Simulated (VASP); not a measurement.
# BAs (Pm-3m) in VASP: electric field gradients with PBE

Aim: the electric field gradients of BAs with PBE.

Everything below comes from runs of VASP 6.6.1. Logs are shortened: lines on timing, memory, paths and dates and some standing lists are left out, and cuts for length are marked.

### 1 The cell of the first run

The structure is cubic, space group Pm-3m (No. 221). The conventional cell has a = 2.934 Å, b = 2.934 Å, c = 2.934 Å, α = 90.00°, β = 90.00°, γ = 90.00°. Within 3.4 Å of B (site symmetry m-3m) lie 8 As at 2.54 Å and 6 B at 2.93 Å. Within 3.4 Å of As (site symmetry m-3m) lie 8 B at 2.54 Å and 6 As at 2.93 Å.

### 2 Electric field gradients, PBE

INCAR

```
ALGO     = Normal         # electronic algorithm
EDIFF    = 1E-8           # SCF threshold, eV
ENCUT    = 520            # plane-wave cutoff, eV
GGA      = PE             # functional
ISIF     = 2              # what is computed and relaxed
ISMEAR   = -1             # smearing method
LASPH    = T              # aspherical terms in the spheres
LCHARG   = F              # write CHGCAR
LEFG     = T            
LREAL    = F              # projectors in reciprocal space
LWAVE    = F              # write WAVECAR
NBANDS   = 11             # bands
NELM     = 100            # most SCF steps
PREC     = Accurate       # precision mode
SIGMA    = 0.05           # smearing width, eV
```

KPOINTS

```
k-points
0
Gamma
  9 9 9
```

POSCAR

```
BAs
1.0
    2.9343700000      0.0000000000      0.0000000000
    0.0000000000      2.9343700000      0.0000000000
    0.0000000000      0.0000000000      2.9343700000
B As
1 1
Direct
    0.5000000000      0.5000000000      0.5000000000
    0.0000000000      0.0000000000      0.0000000000
```

Potentials or basis: VASP PAW PBE potentials, release 64 (B, As).

On the command line:

```console
$ cat potpaw_PBE.64/B/POTCAR potpaw_PBE.64/As/POTCAR > POTCAR
$ mpirun -np 1 vasp_std > vasp.out
```

OUTCAR:

```text
EDIFF = 1E-8
   ENCUT = 520
   GGA = PE
   ISIF = 2
   ISMEAR = -1
   LASPH = T
   LREAL = F
   NELM = 100
   PREC = Accurate

 ion  position               nearest neighbor table
   1  0.500  0.500  0.500-   2 2.54   2 2.54   2 2.54   2 2.54   2 2.54   2 2.54   2 2.54   2 2.54

   2  0.000  0.000  0.000-   1 2.54   1 2.54   1 2.54   1 2.54   1 2.54   1 2.54   1 2.54   1 2.54

  LATTYP: Found a simple cubic cell.
 ALAT       =     2.9343700000

  Lattice vectors:

 A1 = (   2.9343700000,   0.0000000000,   0.0000000000)
 A2 = (   0.0000000000,   2.9343700000,   0.0000000000)
 A3 = (   0.0000000000,   0.0000000000,   2.9343700000)

Analysis of symmetry for initial positions (statically):
=====================================================================
 Subroutine PRICEL returns:
 Original cell was already a primitive cell.

 Routine SETGRP: Setting up the symmetry group for a
 simple cubic supercell.

 Subroutine GETGRP returns: Found 48 space group operations
 (whereof 48 operations were pure point group operations)
 out of a pool of 48 trial point group operations.

The static configuration has the point symmetry O_h .

Analysis of symmetry for dynamics (positions and initial velocities):
=====================================================================
 Subroutine PRICEL returns:
 Original cell was already a primitive cell.

 Routine SETGRP: Setting up the symmetry group for a
 simple cubic supercell.

 Subroutine GETGRP returns: Found 48 space group operations
 (whereof 48 operations were pure point group operations)
 out of a pool of 48 trial point group operations.

The dynamic configuration has the point symmetry O_h .

 Subroutine INISYM returns: Found 48 space group operations
 (whereof 48 operations are pure point group operations),
 and found     1 'primitive' translations

----------------------------------------------------------------------------------------

                                     Primitive cell

  volume of cell :      25.2665

  direct lattice vectors                    reciprocal lattice vectors
     2.934370000  0.000000000  0.000000000     0.340788653  0.000000000  0.000000000
     0.000000000  2.934370000  0.000000000     0.000000000  0.340788653  0.000000000
     0.000000000  0.000000000  2.934370000     0.000000000  0.000000000  0.340788653

  length of vectors
     2.934370000  2.934370000  2.934370000     0.340788653  0.340788653  0.340788653

  position of ions in fractional coordinates (direct lattice)
     0.500000000  0.500000000  0.500000000
     0.000000000  0.000000000  0.000000000

  ion indices of the primitive-cell ions
   primitive index   ion index
                 1           1
                 2           2

----------------------------------------------------------------------------------------

 KPOINTS: k-points

Automatic generation of k-mesh.
 Grid dimensions read from file:
 generate k-points for:    9    9    9

 Generating k-lattice:

  Cartesian coordinates                     Fractional coordinates (reciprocal lattice)
     0.037865406  0.000000000  0.000000000     0.111111111  0.000000000  0.000000000
     0.000000000  0.037865406  0.000000000     0.000000000  0.111111111  0.000000000
     0.000000000  0.000000000  0.037865406     0.000000000  0.000000000  0.111111111

  Length of vectors
     0.037865406  0.037865406  0.037865406

  Shift w.r.t. Gamma in fractional coordinates (k-lattice)
     0.000000000  0.000000000  0.000000000

 Subroutine IBZKPT returns following result:
 ===========================================

 Found     35 irreducible k-points:

 Following reciprocal coordinates:
            Coordinates               Weight
  0.000000  0.000000  0.000000      1.000000
  0.111111  0.000000  0.000000      6.000000
  0.222222  0.000000  0.000000      6.000000
  0.333333  0.000000  0.000000      6.000000
  0.444444  0.000000  0.000000      6.000000
  0.111111  0.111111  0.000000     12.000000
[... 16 lines left out ...]
  0.333333  0.333333  0.111111     24.000000
  0.444444  0.333333  0.111111     48.000000
 [... further k-points ...]
   k-points           NKPTS =     35   k-points in BZ     NKDIM =     35   number of bands    NBANDS=     11
   number of dos      NEDOS =    301   number of ions     NIONS =      2
   total plane-waves  NPLWV =  13824
   dimension x,y,z NGX =    24 NGY =   24 NGZ =   24
   dimension x,y,z NGXF=    48 NGYF=   48 NGZF=   48
   ions per type =               1   1
   NGX,Y,Z   is equivalent  to a cutoff of  13.60, 13.60, 13.60 a.u.
   NGXF,Y,Z  is equivalent  to a cutoff of  27.19, 27.19, 27.19 a.u.
 SYSTEM =  unknown system
   PREC   = accura    normal or accurate (medium, high low for compatibility)
   ISTART =      0    job   : 0-new  1-cont  2-samecut
   ICHARG =      2    charge: 1-file 2-atom 10-const
   ISPIN  =      1    spin polarized calculation?
   LNONCOLLINEAR =      F non collinear calculations
   LSORBIT =      F    spin-orbit coupling
   LASPH  =      T    aspherical Exc in radial PAW
   ENCUT  =  520.0 eV  38.22 Ry    6.18 a.u.   5.46  5.46  5.46*2*pi/ulx,y,z
   NELM   =    100;   NELMIN=  2; NELMDL= -5     # of ELM steps
   EDIFF  = 0.1E-07   stopping-criterion for ELM
   LREAL  =      F    real-space projection
   EDIFFG = 0.1E-06   stopping-criterion for IOM
   NSW    =      0    number of steps for IOM
   IBRION =     -1    ionic relax: 0-MD 1-quasi-New 2-CG
   NFREE  =      0    steps in history (QN), initial steepest desc. (CG)
   ISIF   =      2    stress and relaxation
   ISYM   =      2    0-nonsym 1-usesym 2-fastsym
   POTIM  = 0.5000    time-step for ionic-motion
   TEBEG  =    0.0;   TEEND  =   0.0 temperature during run
   PSTRESS=    0.0 pullay stress
   NELECT =       8.0000    total number of electrons
   NUPDOWN=      -1.0000    fix difference up-down
   EMIN   =  10.00;   EMAX   =-10.00  energy-range for DOS
   EFERMI =   0.00;   METHOD = LEGACY
   ISMEAR =    -1;   SIGMA  =   0.05  broadening in eV -4-tet -1-fermi 0-gaus
   EFERMI_NEDOS =   21; number of points for ismear=-14 and -15
   IALGO  =     38    algorithm
   IMIX   =      4    mixing-type and parameters
     AMIX     =   0.40;   BMIX     =  1.00
     AMIX_MAG =   1.60;   BMIX_MAG =  1.00
  volume/ion in A,a.u.               =      12.63        85.25
  Fermi-wavevector in a.u.,A,eV,Ry     =   1.115809  2.108574 16.939665  1.245030
  Thomas-Fermi vector in A             =   2.252417
   LORBIT       =      0    0 simple, 1 ext, 2 COOP (PROOUT), +10 PAW based schemes
   GGA     = PE    functional components
   LHFCALC =     F    Hartree Fock is set to
   AEXX    =    0.0000 exact exchange contribution
   IVDW    =     0    specifies the selected vdW correction
   LEPSILON=     F    determine dielectric tensor
   LRPA    =     F    only Hartree local field effects (RPA)
 non-spin polarized calculation
  energy-cutoff  :      520.00
  volume of cell :       25.27
 maximum number of plane-waves:       697
 NGX is ok and might be reduce to    24
   NGX = 11   NGY = 11   NGZ = 11

 number of electron       8.0000000 magnetization

 Free energy of the ion-electron system (eV)
  ---------------------------------------------------
  ext. energy  EPLUGINS =         0.00000000
  ---------------------------------------------------
  free energy    TOTEN  =        -8.34797342 eV

  energy without entropy =       -8.33791360  energy(sigma->0) =       -8.34294351

 E-fermi :   7.0520     XC(G=0): -11.4370

 val. band max:        7.0028070084   @ k =   0.4444   0.4444   0.3333
 cond. band min:       7.0869622674   @ k =   0.4444   0.1111   0.1111
 fundamental gap:      0.0841552591
 Fermi energy:         7.0520483562

 k-point     1 :       0.0000    0.0000    0.0000
  band No.  band energies     occupation
      1      -8.5800      2.00000
      2       6.3282      2.00000
      3       6.3282      2.00000
      4       6.3282      2.00000
      5       6.9304      1.83871
      6      12.8210      0.00000
      7      12.8210      0.00000
      8      16.4908      0.00000
      9      16.4908      0.00000
     10      16.4908      0.00000
     11      26.0509      0.00000
[... 309 lines left out ...]
 k-point    24 :       0.4444    0.3333    0.1111
  band No.  band energies     occupation
      1      -3.9686      2.00000
      2      -0.6496      2.00000
      3       2.3820      2.00000
      4       4.6062      2.00000
      5       9.0974      0.00000
      6      10.4804      0.00000
      7      13.4972      0.00000
      8      13.9549      0.00000
      9      20.2702      0.00000
     10      20.8997      0.00000
     11      22.2143      0.00000

 [... further k-points ...]

------------------------ aborting loop because EDIFF is reached ----------------------------------------

  FORCE on cell =-STRESS in cart. coord.  units (eV):
  Direction    XX          YY          ZZ          XY          YZ          ZX
  --------------------------------------------------------------------------------------
  -------------------------------------------------------------------------------------
  Total        0.0793296      0.0793296      0.0793296     -0.0000000     -0.0000000      0.0000000
  in kB        5.0303850      5.0303850      5.0303850     -0.0000000     -0.0000000      0.0000000
  external PRESSURE =       5.0303850 kB  Pullay stress =       0.0000000 kB

 VOLUME and BASIS-vectors are now :
 -----------------------------------------------------------------------------
  energy-cutoff  :      520.00
  volume of cell :       25.27
      direct lattice vectors                 reciprocal lattice vectors
     2.934370000  0.000000000  0.000000000     0.340788653  0.000000000  0.000000000
     0.000000000  2.934370000  0.000000000     0.000000000  0.340788653  0.000000000
     0.000000000  0.000000000  2.934370000     0.000000000  0.000000000  0.340788653

 POSITION                                       TOTAL-FORCE (eV/Angst)
 -----------------------------------------------------------------------------------
      1.46718      1.46718      1.46718         0.000000      0.000000      0.000000
      0.00000      0.00000      0.00000         0.000000      0.000000      0.000000
 -----------------------------------------------------------------------------------
    total drift:                                0.000000      0.000000     -0.000000

  FREE ENERGIE OF THE ION-ELECTRON SYSTEM (eV)
  ---------------------------------------------------
  free  energy   TOTEN  =        -8.3479734227 eV

  energy  without entropy=       -8.3379136032  energy(sigma->0) =       -8.34294351

 Electric field gradients (V/A^2)
---------------------------------------------------------------------
 ion       V_xx      V_yy      V_zz      V_xy      V_xz      V_yz
---------------------------------------------------------------------
   1      -0.000     0.000    -0.000    -0.000     0.000    -0.000
   2      -0.000    -0.000    -0.000    -0.000     0.000     0.000
---------------------------------------------------------------------

 Electric field gradients after diagonalization (V/A^2)
 (convention: |V_zz| > |V_xx| > |V_yy|)
----------------------------------------------------------------------
 ion       V_xx      V_yy      V_zz     asymmetry (V_yy - V_xx)/ V_zz
----------------------------------------------------------------------
   1       0.000    -0.000    -0.000       0.776
   2      -0.000    -0.000    -0.000      -0.060
----------------------------------------------------------------------

           NMR quadrupolar parameters

 Cq : quadrupolar parameter    Cq=e*Q*V_zz/h
 eta: asymmetry parameters     (V_yy - V_xx)/ V_zz
 Q  : nuclear electric quadrupole moment in mb (millibarn)
----------------------------------------------------------------------
 ion       Cq(MHz)       eta       Q (mb)
----------------------------------------------------------------------
   1      -0.000       0.776       1.000
   2      -0.000      -0.060       1.000
----------------------------------------------------------------------
```

Wall time 11 s (1 thread of AMD EPYC 7R43 (Zen 3), shared host); peak memory 0.11 GiB.

What came out:

```yaml
Free_energy: -8.3480 eV
Pressure: 0.5 GPa
Band_gap_on_the_k_mesh: zero (band 4 reaches 9.41 eV, above the bottom of band 5 at 4.76 eV)
```

Levels at points of the mesh, in eV from the Fermi level:
| k point | band 1 | band 2 | band 3 | band 4 | band 5 | band 6 | band 7 | band 8 | band 9 |
| --- | --- | --- | --- | --- | --- | --- | --- | --- | --- |
| (0.00, 0.00, 0.00) | -15.63 | -0.72 | -0.72 | -0.72 | -0.12 | 5.77 | 5.77 | 9.44 | 9.44 |

Caveat: without QUAD_EFG the Cq values of the log hold for a quadrupole moment of 1 mb, not for the nuclei.
